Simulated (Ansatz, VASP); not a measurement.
**TiN in VASP and in Ansatz**

The input POSCAR:

```
TiN
1.0
    0.0000000000      2.1162573850      2.1162573850
    4.2325147700      2.1162573850      2.1162573850
    4.2325147700      4.2325147700      0.0000000000
Ti N
2 2
Direct
    0.5000000000      0.5000000000      0.0000000000
    0.5000000000      0.5000000000      0.5000000000
    0.0000000000      0.0000000000      0.0000000000
    0.0000000000      0.0000000000      0.5000000000
```

INCAR.step1

```
SYSTEM = TiN
  PREC = Accurate
  ENCUT = 520
  ISMEAR = 0
  SIGMA = 0.05
  LREAL = .False.
  LASPH = .True.
  NELM = 150
  ISPIN = 2
  MAGMOM = 1 -1 0 0
  LMAXMIX = 4
  NBANDS = 29
  GGA = PE
  ALGO = Normal
  EDIFF = 1E-4
  LWAVE = .True.
  LCHARG = .False.
```

File INCAR.step2:

```
SYSTEM = TiN
  PREC = Accurate
  ENCUT = 520
  EDIFF = 1E-6
  ISMEAR = 0
  SIGMA = 0.05
  LREAL = .False.
  LASPH = .True.
  NELM = 150
  ALGO = Normal
  ISIF = 2
  LWAVE = .False.
  LCHARG = .False.
  ISPIN = 2
  MAGMOM = 1 -1 0 0
  LORBIT = 11
  LMAXMIX = 4
  METAGGA = R2SCAN
  LMIXTAU = .True.
  NBANDS = 29
  ISTART = 1
```

File KPOINTS:

```
regular mesh
0
Gamma
  14 14 7
  0 0 0
```

Input for Ansatz:

```yaml
crystal:
  lattice:
    - [0.0, 2.116257385, 2.116257385]
    - [4.23251477, 2.116257385, 2.116257385]
    - [4.23251477, 4.23251477, 0.0]
  atoms:
    - { symbol: Ti, position: [0.5, 0.5, 0.0], spin: 1.0 }
    - { symbol: "N", position: [0.0, 0.0, 0.0] }
    - { symbol: Ti, position: [0.5, 0.5, 0.5], spin: -1.0 }
    - { symbol: "N", position: [0.0, 0.0, 0.5] }
basis:
  ecutwfc: 500
  ecutrho_ratio: 4
kpoints:
  mp_grid: { grid: [14, 14, 7] }
hamiltonian:
  xc: r2scan
scf:
  occupations: { method: gaussian, width: 0.05 }
output:
  forces: true
  stress: true
  eigenvalues: true
  populations: true
magnetization:
  spin_polarized: true
```

Alike in both runs: task single point; functional r2SCAN; k mesh 14 × 14 × 7; occupations gaussian, width 0.05 eV; collinear spin.

|  | VASP | Ansatz |
| --- | --- | --- |
| version | VASP 6.6.1 | Ansatz 0.2.0 |
| potentials or method | VASP PAW PBE potentials, release 64 (Ti_sv, N), cutoff 520 eV | scalar-relativistic, plane waves, PAW |
| valence electrons in the cell | 34 | 34 |

|  | VASP | Ansatz | Ansatz less VASP |
| --- | --- | --- | --- |
| gap on the k mesh at the Fermi level (eV) | none | none | - |
| pressure (GPa) | 1.5 | 0.0 | -1.47 |
| net moment per atom (μB) | 0.00 | 0.00 | 0.000 |

VASP's potentials were made for PBE, not for r2SCAN. A gap of «none» marks a metal or a gap that the smearing closes. The functional is the same, so the differences come from potentials, cutoffs and numerics. Ansatz's warnings: seeded moment not kept.
